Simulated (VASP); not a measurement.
# Al2O3 (P-3m1) in VASP: further runs

The runs below take Al2O3 through relaxation of cell and atoms, with LDA, PBEsol+D3(BJ), PBEsol.

Program: VASP 6.6.1. These are calculated values, not measurements. Logs are shortened: lines on timing, memory, paths and dates and some standing lists are left out, and cuts for length are marked.

## Step 1: The cell of the first run

Symmetry: P-3m1, No. 164, trigonal system. The conventional cell has a = 3.017 Å, b = 3.017 Å, c = 7.575 Å, α = 90.00°, β = 90.00°, γ = 120.00°. Al (site symmetry 3m) has 4 O at 1.68 to 1.84 Å within 2.2 Å. Within 2.4 Å of O (site symmetry 3m) lie 3 Al at 1.84 Å. O (site symmetry -3m) has 2 Al at 1.68 Å within 2.2 Å.

## Step 2: Relaxation of cell and atoms, LDA

INCAR

```
SYSTEM = Al2O3
  PREC = Accurate
  ENCUT = 600
  EDIFF = 1E-7
  ISMEAR = 0
  SIGMA = 0.01
  LREAL = .False.
  LASPH = .True.
  NELM = 100
  ALGO = Normal
  ISIF = 3
  LWAVE = .False.
  LCHARG = .False.
  IBRION = 2
  NSW = 80
  EDIFFG = -0.01
```

KPOINTS

```
Automatic mesh
0
Gamma
  12 12 4
  0 0 0
```

POSCAR

```
Al2O3
1.0
    3.0174800000      0.0000000000      0.0000000000
   -1.5087400000      2.6132200000      0.0000000000
    0.0000000000      0.0000000000      7.5746400000
Al O
2 3
Direct
    0.0000000000      0.0000000000      0.2779500000
    0.0000000000      0.0000000000      0.7220500000
    0.3333333333      0.6666666667      0.1994500000
    0.6666666667      0.3333333333      0.8005500000
    0.0000000000      0.0000000000      0.5000000000
```

Potentials or basis: VASP PAW LDA potentials, release 64 (Al, O).

The run is started by

```
cat potpaw_LDA.64/Al/POTCAR potpaw_LDA.64/O/POTCAR > POTCAR
mpirun -np 1 vasp_std > vasp.out
```

OUTCAR:

```text
SYSTEM = Al2O3
   PREC = Accurate
   ENCUT = 600
   EDIFF = 1E-7
   ISMEAR = 0
   LREAL = .False.
   LASPH = .True.
   NELM = 100
   ISIF = 3
   IBRION = 2
   NSW = 80
   EDIFFG = -0.01

 ion  position               nearest neighbor table
   1  0.000  0.000  0.278-   5 1.68   3 1.84   3 1.84   3 1.84   2 3.36
   2  0.000  0.000  0.722-   5 1.68   4 1.84   4 1.84   4 1.84   1 3.36
   3  0.333  0.667  0.199-   1 1.84   1 1.84   1 1.84
   4  0.667  0.333  0.801-   2 1.84   2 1.84   2 1.84
   5  0.000  0.000  0.500-   1 1.68   2 1.68

  LATTYP: Found a hexagonal cell.
 ALAT       =     3.0174800000
 C/A-ratio  =     2.5102535891

  Lattice vectors:

 A1 = (   3.0174800000,   0.0000000000,   0.0000000000)
 A2 = (  -1.5087400000,   2.6132200000,   0.0000000000)
 A3 = (   0.0000000000,   0.0000000000,   7.5746400000)

Analysis of symmetry for initial positions (statically):
=====================================================================
 Subroutine PRICEL returns:
 Original cell was already a primitive cell.

 Routine SETGRP: Setting up the symmetry group for a
 hexagonal supercell.

 Subroutine GETGRP returns: Found 12 space group operations
 (whereof 12 operations were pure point group operations)
 out of a pool of 24 trial point group operations.

The static configuration has the point symmetry D_3d.

Analysis of symmetry for dynamics (positions and initial velocities):
=====================================================================
 Subroutine PRICEL returns:
 Original cell was already a primitive cell.

 Routine SETGRP: Setting up the symmetry group for a
 hexagonal supercell.

 Subroutine GETGRP returns: Found 12 space group operations
 (whereof 12 operations were pure point group operations)
 out of a pool of 24 trial point group operations.

The dynamic configuration has the point symmetry D_3d.

 Subroutine INISYM returns: Found 12 space group operations
 (whereof 12 operations are pure point group operations),
 and found     1 'primitive' translations

----------------------------------------------------------------------------------------

                                     Primitive cell

  volume of cell :      59.7286

  direct lattice vectors                    reciprocal lattice vectors
     3.017480000  0.000000000  0.000000000     0.331402362  0.191334828  0.000000000
[... 111 lines left out ...]
     AMIX     =   0.40;   BMIX     =  1.00
     AMIX_MAG =   1.60;   BMIX_MAG =  1.00
  volume/ion in A,a.u.               =      11.95        80.61
  Fermi-wavevector in a.u.,A,eV,Ry     =   1.208049  2.282881 19.856094  1.459382
  Thomas-Fermi vector in A             =   2.343668
   LORBIT       =      0    0 simple, 1 ext, 2 COOP (PROOUT), +10 PAW based schemes
   GGA     = CA    functional components
   LHFCALC =     F    Hartree Fock is set to
   AEXX    =    0.0000 exact exchange contribution
   IVDW    =     0    specifies the selected vdW correction
   LEPSILON=     F    determine dielectric tensor
   LRPA    =     F    only Hartree local field effects (RPA)
 conjugate gradient relaxation of ions
 non-spin polarized calculation
 Gauss-broadening in eV      SIGMA  =   0.01
  energy-cutoff  :      600.00
  volume of cell :       59.73
 maximum number of plane-waves:      2025
   NGX = 13   NGY = 13   NGZ = 31

--------------------------------------- Ionic step        1  -------------------------------------------

 number of electron      24.0000008 magnetization

 Free energy of the ion-electron system (eV)
  ---------------------------------------------------
  ext. energy  EPLUGINS =         0.00000000
  ---------------------------------------------------
  free energy    TOTEN  =       -39.69505023 eV

  energy without entropy =      -39.69505023  energy(sigma->0) =      -39.69505023

------------------------ aborting loop because EDIFF is reached ----------------------------------------

  FORCE on cell =-STRESS in cart. coord.  units (eV):
  Direction    XX          YY          ZZ          XY          YZ          ZX
  --------------------------------------------------------------------------------------
  -------------------------------------------------------------------------------------
  Total       -2.9998649     -2.9998779     -2.7378144      0.0000000      0.0000000      0.0000000
  in kB      -80.4692426    -80.4695915    -73.4399223      0.0000000      0.0000000      0.0000000
  external PRESSURE =     -78.1262522 kB  Pullay stress =       0.0000000 kB
[... 98 lines left out ...]
  FREE ENERGIE OF THE ION-ELECTRON SYSTEM (eV)
  ---------------------------------------------------
  free  energy   TOTEN  =       -39.7649053598 eV

  energy  without entropy=      -39.7649053598  energy(sigma->0) =      -39.76490536

[... ionic steps 4 to 18 ...]

--------------------------------------- Ionic step       19  -------------------------------------------

 number of electron      24.0000004 magnetization

------------------------ aborting loop because EDIFF is reached ----------------------------------------
[... 73 lines left out ...]
--------------------------------------- Ionic step       21  -------------------------------------------

 number of electron      24.0000003 magnetization

 Free energy of the ion-electron system (eV)
  ---------------------------------------------------
  ext. energy  EPLUGINS =         0.00000000
  ---------------------------------------------------
  free energy    TOTEN  =       -39.77288120 eV

  energy without entropy =      -39.77288120  energy(sigma->0) =      -39.77288120

 E-fermi :   4.3098     XC(G=0): -10.6237

 val. band max:        4.2515582404   @ k =   0.0000   0.0000   0.0000
 cond. band min:       6.6990626687   @ k =   0.0000   0.0000   0.0000
 fundamental gap:      2.4475044284
 Fermi energy:         4.3098363548

 k-point     1 :       0.0000    0.0000    0.0000
  band No.  band energies     occupation
      1     -15.4765      2.00000
      2     -15.1965      2.00000
      3     -12.4806      2.00000
      4      -1.7851      2.00000
      5      -0.6970      2.00000
      6       0.3319      2.00000
[... 433 lines left out ...]
      3     -12.3440      2.00000
      4      -1.8663      2.00000
      5      -0.8662      2.00000
      6      -0.6045      2.00000
[... 8 lines left out ...]
     15      11.7256      0.00000
     16      13.6953      0.00000

 [... further k-points ...]
[... 5 lines left out ...]
  --------------------------------------------------------------------------------------
  -------------------------------------------------------------------------------------
  Total        0.0176016      0.0176017      0.0176048      0.0000000     -0.0000000      0.0000000
  in kB        0.5088866      0.5088888      0.5089783      0.0000000     -0.0000000      0.0000000
  external PRESSURE =       0.5089179 kB  Pullay stress =       0.0000000 kB
[... 20 lines left out ...]
  FREE ENERGIE OF THE ION-ELECTRON SYSTEM (eV)
  ---------------------------------------------------
  free  energy   TOTEN  =       -39.7728811951 eV

  energy  without entropy=      -39.7728811951  energy(sigma->0) =      -39.77288120

 reached required accuracy - stopping structural energy minimisation
```

OSZICAR:

```text
N       E                     dE             d eps       ncg     rms          rms(c)
DAV:   1     0.129144053616E+03    0.12914E+03   -0.13858E+04  2208   0.153E+03
DAV:   2    -0.379399961589E+02   -0.16708E+03   -0.16250E+03  2864   0.293E+02
DAV:   3    -0.453445206351E+02   -0.74045E+01   -0.73946E+01  2840   0.732E+01
[... 194 lines left out ...]
DAV:   3    -0.397729061891E+02    0.10158E-03   -0.11265E-04  2984   0.995E-02    0.278E-02
DAV:   4    -0.397728815155E+02    0.24674E-04   -0.60672E-05  2984   0.680E-02    0.489E-03
DAV:   5    -0.397728813414E+02    0.17416E-06   -0.56830E-06  2768   0.214E-02    0.306E-03
DAV:   6    -0.397728812382E+02    0.10314E-06   -0.23597E-07  2600   0.461E-03    0.184E-03
DAV:   7    -0.397728811951E+02    0.43142E-07   -0.21160E-07  1296   0.417E-03
  21 F= -.39772881E+02 E0= -.39772881E+02  d E =-.983259E-04
```

Wall time 13 min (1 thread of AMD EPYC 7R43 (Zen 3), shared host); peak memory 0.17 GiB.

What came out:

| Quantity | Value |
| --- | --- |
| Free energy | -39.7729 eV |
| Relaxed volume | 11.08 Å³/atom |
| Relaxed cell | a = 2.965 Å, b = 2.965 Å, c = 7.280 Å, α = 90.00°, β = 90.00°, γ = 120.00° |
| Space group after relaxing (to 0.05 Å) | P-3m1 (No. 164) |
| Energy gained by relaxing | 15.6 meV/atom |
| Ionic steps | 21 |
| Pressure after relaxing | 0.1 GPa |
| Largest force after relaxing | 0.005 eV/Å |
| Band gap on the k mesh | 2.45 eV, direct |

Forces on the atoms (eV/Å):
```
Al   0.000  0.000 -0.005
Al   0.000  0.000  0.005
O    0.000  0.000  0.004
O    0.000  0.000 -0.004
O    0.000  0.000  0.000
```

Step by step:
| step | energy change (eV) | largest force (eV/Å) | pressure (GPa) | volume (Å³) |
| --- | --- | --- | --- | --- |
| 1 | 0.0000 | 0.4312 | -7.81 | 59.73 |
| 2 | -0.0016 | 0.6556 | 8.80 | 54.83 |
| 3 | -0.0699 | 0.2538 | -0.15 | 57.19 |
| 4 | -0.0642 | 0.5743 | -0.15 | 56.93 |
| 5 | -0.0719 | 0.0945 | -0.17 | 57.10 |
| 6 | -0.0725 | 0.0537 | -0.05 | 57.00 |
| 7 | -0.0726 | 0.0410 | 0.04 | 56.93 |
| 8 | -0.0730 | 0.0365 | -0.09 | 56.91 |
| 9 | -0.0736 | 0.0218 | -0.50 | 56.87 |
| 10 | -0.0737 | 0.0834 | -1.31 | 56.77 |
| 11 | -0.0739 | 0.0546 | -0.95 | 56.82 |
| 12 | -0.0740 | 0.0545 | -0.94 | 56.80 |
| 13 | -0.0742 | 0.0542 | -0.92 | 56.76 |
| 14 | -0.0746 | 0.0539 | -0.88 | 56.69 |
| 15 | -0.0753 | 0.0539 | -0.81 | 56.53 |
| 16 | -0.0764 | 0.0728 | -0.64 | 56.22 |
| 17 | -0.0772 | 0.1473 | -0.26 | 55.61 |
| 18 | -0.0777 | 0.0156 | -0.08 | 55.33 |
| 19 | -0.0777 | 0.0101 | -0.11 | 55.37 |
| 20 | -0.0778 | 0.0085 | -0.07 | 55.38 |
| 21 | -0.0778 | 0.0047 | 0.05 | 55.42 |

Final structure:
```
Al O
1.0
     2.96470    0.00000    0.00000
    -1.48235    2.56751    0.00000
     0.00000    0.00000    7.28030
Al O
2 3
Direct
  0.00000 0.00000 0.27158
  0.00000 0.00000 0.72842
  0.33333 0.66667 0.19146
  0.66667 0.33333 0.80854
  0.00000 0.00000 0.50000
```

A k mesh can miss the band edges.

## Step 3: Relaxation of cell and atoms, PBEsol+D3(BJ)

INCAR

```
SYSTEM = Al2O3
  ALGO = Normal
  EDIFF = 1E-6
  EDIFFG = -0.01
  ENCUT = 600
  GGA = PS
  IBRION = 2
  ISIF = 3
  ISMEAR = 0
  IVDW = 12
  LASPH = .True.
  LCHARG = .False.
  LREAL = .False.
  LWAVE = .False.
  NELM = 100
  NSW = 80
  PREC = Accurate
  SIGMA = 0.01
```

KPOINTS

```
k-points
0
Gamma
  12 12 4
  0 0 0
```

POSCAR is that of step 2.

Potentials or basis: VASP PAW PBE potentials, release 64 (Al, O).

The run is started by

```
cat potpaw_PBE.64/Al/POTCAR potpaw_PBE.64/O/POTCAR > POTCAR
mpirun -np 1 vasp_std > vasp.out
```

Run time: 7.3 min. Hardware: 1 thread of AMD EPYC 7R43 (Zen 3), shared host; peak memory 0.2 GiB.

The run converged. Its results:

```
Free energy                            : -38.4769 eV
Relaxed volume                         : 11.15 Å³/atom
Relaxed cell                           : a = 2.974 Å, b = 2.974 Å, c = 7.276 Å, α = 90.00°, β = 90.00°, γ = 120.00°
Space group after relaxing (to 0.05 Å) : P-3m1 (No. 164)
Energy gained by relaxing              : 9.9 meV/atom
Ionic steps                            : 16
Pressure after relaxing                : 0.1 GPa
Largest force after relaxing           : 0.005 eV/Å
Band gap on the k mesh                 : 2.38 eV, direct
Dispersion energy per atom             : -0.148 eV
```

Forces on the atoms (eV/Å):
```
Al   0.000  0.000  0.005
Al   0.000  0.000 -0.005
O    0.000  0.000 -0.001
O    0.000  0.000  0.001
O    0.000  0.000  0.000
```

Stress tensor (GPa, compression positive):
```
 0.13  0.00  0.00
 0.00  0.13  0.00
 0.00  0.00 -0.06
```

The path:
| step | energy change (eV) | largest force (eV/Å) | pressure (GPa) | volume (Å³) |
| --- | --- | --- | --- | --- |
| 1 | 0.0000 | 0.1912 | -5.57 | 59.73 |
| 2 | -0.0076 | 0.4062 | 5.42 | 56.21 |
| 3 | -0.0358 | 0.1671 | -0.07 | 57.82 |
| 4 | -0.0348 | 0.3555 | -0.17 | 57.61 |
| 5 | -0.0374 | 0.1439 | -0.14 | 57.73 |
| 6 | -0.0388 | 0.0626 | -0.06 | 57.60 |
| 7 | -0.0390 | 0.0789 | -0.04 | 57.53 |
| 8 | -0.0399 | 0.0744 | -0.08 | 57.44 |
| 9 | -0.0426 | 0.0593 | -0.19 | 57.16 |
| 10 | -0.0466 | 0.0345 | -0.46 | 56.62 |
| 11 | -0.0478 | 0.1060 | -0.77 | 55.52 |
| 12 | -0.0486 | 0.0705 | -0.61 | 56.02 |
| 13 | -0.0485 | 0.0535 | 0.92 | 55.43 |
| 14 | -0.0492 | 0.0326 | 0.09 | 55.74 |
| 15 | -0.0492 | 0.0649 | 0.00 | 55.74 |
| 16 | -0.0493 | 0.0047 | 0.07 | 55.74 |

Final structure:
```
Al O
1.0
     2.97412    0.00000    0.00000
    -1.48706    2.57566    0.00000
     0.00000    0.00000    7.27620
Al O
2 3
Direct
  0.00000 0.00000 0.27045
  0.00000 0.00000 0.72955
  0.33333 0.66667 0.18870
  0.66667 0.33333 0.81130
  0.00000 0.00000 0.50000
```

Levels at points of the mesh, in eV from the valence-band top:
```tsv
k point	band 8	band 9	band 10	band 11	band 12	band 13	band 14	band 15	band 16
(0.00, 0.00, 0.00)	-3.83	-3.83	-2.33	0.00	0.00	2.38	4.57	7.49	10.63
(0.50, 0.00, 0.00)	-4.41	-3.70	-3.23	-1.93	-0.53	4.35	6.24	8.26	9.20
(0.00, 0.00, 0.50)	-3.82	-3.70	-3.36	0.00	0.00	3.39	3.59	8.19	9.10
(0.50, 0.00, 0.50)	-4.46	-3.58	-3.56	-1.83	-0.52	4.97	5.41	8.26	8.77
```

Caveat: the PAW data sets were made with another functional, which shifts forces and pressure a little.

## Step 4: Relaxation of cell and atoms, PBEsol

INCAR

```
SYSTEM = Al2O3
ALGO     = Normal         ! electronic algorithm
EDIFF    = 1E-6           ! SCF threshold, eV
EDIFFG   = -0.01          ! ionic threshold
ENCUT    = 600            ! plane-wave cutoff, eV
GGA      = PS             ! functional
IBRION   = 2              ! ionic algorithm
ISIF     = 3              ! what is computed and relaxed
ISMEAR   = 0              ! smearing method
LASPH    = .True.         ! aspherical terms in the spheres
LCHARG   = .False.        ! write CHGCAR
LREAL    = .False.        ! projectors in reciprocal space
LWAVE    = .False.        ! write WAVECAR
NELM     = 100            ! most SCF steps
NSW      = 80             ! ionic steps
PREC     = Accurate       ! precision mode
SIGMA    = 0.01           ! smearing width, eV
```

KPOINTS is that of step 3.

POSCAR is that of step 3.

The run is started by

```
cat potpaw_PBE.64/Al/POTCAR potpaw_PBE.64/O/POTCAR > POTCAR
mpirun -np 1 vasp_std > vasp.out
```

Run time: 11 min. Hardware: 1 thread of AMD EPYC 7R43 (Zen 3), shared host; peak memory 0.19 GiB.

It converged, with:

```
Free energy                            : -37.7553 eV
Relaxed volume                         : 11.91 Å³/atom
Relaxed cell                           : a = 2.989 Å, b = 2.989 Å, c = 7.698 Å, α = 90.00°, β = 90.00°, γ = 120.00°
Space group after relaxing (to 0.05 Å) : P-3m1 (No. 164)
Energy gained by relaxing              : 3.7 meV/atom
Ionic steps                            : 25
Pressure after relaxing                : -0.1 GPa
Largest force after relaxing           : 0.006 eV/Å
Band gap on the k mesh                 : 2.33 eV, direct
```

Forces on the atoms (eV/Å):
```
Al   0.000  0.000  0.003
Al   0.000  0.000 -0.003
O    0.000  0.000  0.006
O    0.000  0.000 -0.006
O    0.000  0.000  0.000
```

The path:
```csv
step,energy change (eV),largest force (eV/Å),pressure (GPa),volume (Å³)
1,0.0000,0.1896,-3.70,59.73
2,-0.0040,0.2141,3.61,57.38
3,-0.0166,0.0659,0.06,58.45
4,-0.0161,0.2624,-0.04,58.38
5,-0.0172,0.0714,0.01,58.43
6,-0.0175,0.0161,0.03,58.42
7,-0.0175,0.0188,0.03,58.42
8,-0.0176,0.0180,0.04,58.43
9,-0.0177,0.0171,0.05,58.48
10,-0.0179,0.0146,0.09,58.56
11,-0.0181,0.0422,0.16,58.73
12,-0.0182,0.0993,0.30,59.08
13,-0.0182,0.0991,0.36,59.08
14,-0.0183,0.0957,0.34,59.09
15,-0.0183,0.0902,0.33,59.11
16,-0.0184,0.0792,0.31,59.16
17,-0.0185,0.0574,0.27,59.24
18,-0.0186,0.0181,0.17,59.42
19,-0.0186,0.0223,0.17,59.47
20,-0.0186,0.0281,0.11,59.58
21,-0.0186,0.0249,0.14,59.51
22,-0.0186,0.0241,0.15,59.50
23,-0.0187,0.0211,0.13,59.51
24,-0.0187,0.0122,0.04,59.53
25,-0.0187,0.0063,-0.10,59.57
```

Final structure:
```
Al O
1.0
     2.98912    0.00000    0.00000
    -1.49456    2.58866    0.00000
     0.00000    0.00000    7.69803
Al O
2 3
Cartesian
  0.0000 0.0000 2.1754
  0.0000 0.0000 5.5227
  0.0000 1.7258 1.5819
  1.4946 0.8629 6.1162
  0.0000 0.0000 3.8490
```

Levels at points of the mesh, in eV from the valence-band top:
```csv
k point,band 10,band 11,band 12,band 13,band 14,band 15
"(0.00, 0.00, 0.00)",-2.49,0.00,0.00,2.33,4.28,7.22
"(0.50, 0.00, 0.00)",-3.24,-1.86,-0.51,4.51,6.11,8.25
"(0.00, 0.00, 0.50)",-3.15,0.00,0.00,3.28,3.30,8.07
"(0.50, 0.00, 0.50)",-3.43,-1.80,-0.51,4.89,5.59,8.14
```

Caveat: the PAW data sets were made with another functional, which shifts forces and pressure a little.

## Step 5: Overview

```csv
level,potentials or basis,gap on the mesh (eV),pressure (GPa),relaxed volume (Å³/atom)
LDA,"VASP PAW LDA potentials, release 64 (Al, O)",2.45,0.1,11.08
PBEsol+D3(BJ),"VASP PAW PBE potentials, release 64 (Al, O)",2.38,0.1,11.15
PBEsol,"VASP PAW PBE potentials, release 64 (Al, O)",2.33,-0.1,11.91
```

Alike in all rows: task relaxation of cell and atoms; no spin polarisation; cell relaxed; k mesh 12 × 12 × 4; cutoff (eV) 600; smearing gaussian 0.01 eV.

Caveats: the PAW data sets were made with another functional, which shifts forces and pressure a little (some runs).

Total energies depend on the potentials used, so only differences within one code and one set of settings carry meaning.
